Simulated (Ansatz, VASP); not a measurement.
Lu2Si2Ge in VASP and in Ansatz

```
Lu Si Ge
1.0
     0.00000    0.00000    4.06910
     4.27963   -2.87919    2.03455
     4.27963    2.87919   -2.03455
Lu Si Ge
2 2 1
Direct
  0.50000 0.71113 0.71113
  0.50000 0.28887 0.28887
  0.78930 0.71070 0.28930
  0.21070 0.28930 0.71070
  0.00000 0.00000 0.00000
```

Alike in both runs: task single point; functional PBEsol; k mesh 8 × 8 × 8; no spin polarisation.

```csv
,VASP,Ansatz
version,VASP 6.6.1,Ansatz 0.2.0
potentials or method,"VASP PAW PBE potentials, release 64 (Lu, Si, Ge_d), cutoff 520 eV",PAW plane waves
occupations,"fermi-dirac, width 0.1 eV",fermi-dirac
valence electrons in the cell,72,72
```

|  | VASP | Ansatz | Ansatz less VASP |
| --- | --- | --- | --- |
| pressure (GPa) | -5.8 | -5.9 | -0.12 |
| traceless stress, the component that is largest in VASP (GPa) | -3.97 | -4.02 | -0.053 |
| rms of the force components (eV/Å) | 0.185 | 0.186 | +0.0005 |

VASP's potentials were made for PBE, not for PBEsol. Atom by atom the forces differ by 0.002 eV/Å (rms over components).

Neither program's run includes spin-orbit coupling.
